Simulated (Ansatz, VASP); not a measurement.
## ScAl3N3: VASP beside Ansatz

```
Sc Al N
1.0
     5.25089    0.00000    0.00000
    -2.62545    4.54741    0.00000
     0.00000    0.00000    3.75640
Sc Al N
1 3 3
Direct
  0.00000 0.00000 0.48212
  0.50000 0.00000 0.98208
  0.00000 0.50000 0.98208
  0.50000 0.50000 0.98208
  0.50000 0.00000 0.48207
  0.00000 0.50000 0.48207
  0.50000 0.50000 0.48207
```

Alike in both runs: functional PBE; k mesh 4 × 4 × 3; occupations gaussian, width 0.2 eV; no spin polarisation.

Ansatz relaxed the structure, and its values are those at the end. VASP's run is a single point on that final structure, the one shown.

|  | VASP | Ansatz |
| --- | --- | --- |
| version | VASP 6.6.1 | Ansatz 0.2.0 |
| potentials or method | VASP PAW PBE potentials, release 64 (Sc_sv, Al, N), cutoff 600 eV | scalar-relativistic, plane waves, PAW |
| valence electrons in the cell | 35 | 35 |

VASP gave:

```
gap on the k mesh at the Fermi level (eV) : none
pressure (GPa)                            : 0.2
```

Which values does Ansatz return?

gap on the k mesh at the Fermi level (eV): none; pressure (GPa): 0.3.

A gap of «none» marks a metal or a gap that the smearing closes.

The k mesh is coarse, so the values compare programs but aren't converged.
